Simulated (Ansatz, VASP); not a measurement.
**RbCl in VASP and in Ansatz**

File INCAR:

```
SYSTEM = RbCl
PREC = Accurate
ENCUT = 400
EDIFF = 1E-8
ISMEAR = -1
SIGMA = 0.03
LREAL = .False.
LASPH = .True.
NELM = 120
ALGO = Normal
ISIF = 2
LWAVE = .False.
LCHARG = .False.
GGA = PE
LEFG = .True.
NBANDS = 15
GGA_COMPAT = .False.
```

The input KPOINTS:

```
regular mesh
0
Gamma
  6 6 6
  0 0 0
```

The input POSCAR:

```
RbCl
1.0
    0.0000000000      3.2740000000      3.2740000000
    3.2740000000      0.0000000000      3.2740000000
    3.2740000000      3.2740000000      0.0000000000
Rb Cl
1 1
Direct
    0.0000000000      0.0000000000      0.0000000000
    0.5000000000      0.5000000000      0.5000000000
```

Input for Ansatz:

```yaml
crystal:
  lattice:
    - [0.0, 3.274, 3.274]
    - [3.274, 0.0, 3.274]
    - [3.274, 3.274, 0.0]
  atoms:
    - { symbol: Rb, position: [0.0, 0.0, 0.0] }
    - { symbol: Cl, position: [0.5, 0.5, 0.5] }
kpoints:
  mp_grid: { grid: [6, 6, 6] }
  band_path:
    path:
      - [0.0, 0.0, 0.0]
      - [0.5, 0.0, 0.5]
      - [0.625, 0.25, 0.625]
      - [0.375, 0.375, 0.75]
      - [0.0, 0.0, 0.0]
      - [0.5, 0.5, 0.5]
      - [0.5, 0.25, 0.75]
      - [0.5, 0.0, 0.5]
    npoints: 8
scf:
  occupations: { method: fermi_dirac, width: 0.03 }
hamiltonian:
  xc: pbe
  pseudopotentials: { kind: paw }
output:
  forces: true
  stress: true
  eigenvalues: true
  efg: { contact_densities: true }
  populations: true
  bader: true
  dos: { projected: true, de: 0.2, e_range: [-14, 8] }
```

Alike in both runs: task electric field gradients; functional PBE; k mesh 6 × 6 × 6; occupations fermi-dirac, width 0.03 eV; no spin polarisation.

|  | VASP | Ansatz |
| --- | --- | --- |
| version | VASP 6.6.1 | Ansatz 0.2.0 |
| potentials or method | VASP PAW PBE potentials, release 64 (Rb_sv, Cl) | PAW with Ansatz's default frozen-core files, scalar-relativistic |
| plane-wave cutoff (eV) | 400 | 420 |
| valence electrons in the cell | 16 | 16 |

```csv
,VASP,Ansatz,Ansatz less VASP
gap on the k mesh at the Fermi level (eV),5.05,5.05,+0.004
pressure (GPa),1.2,1.2,-0.01
```
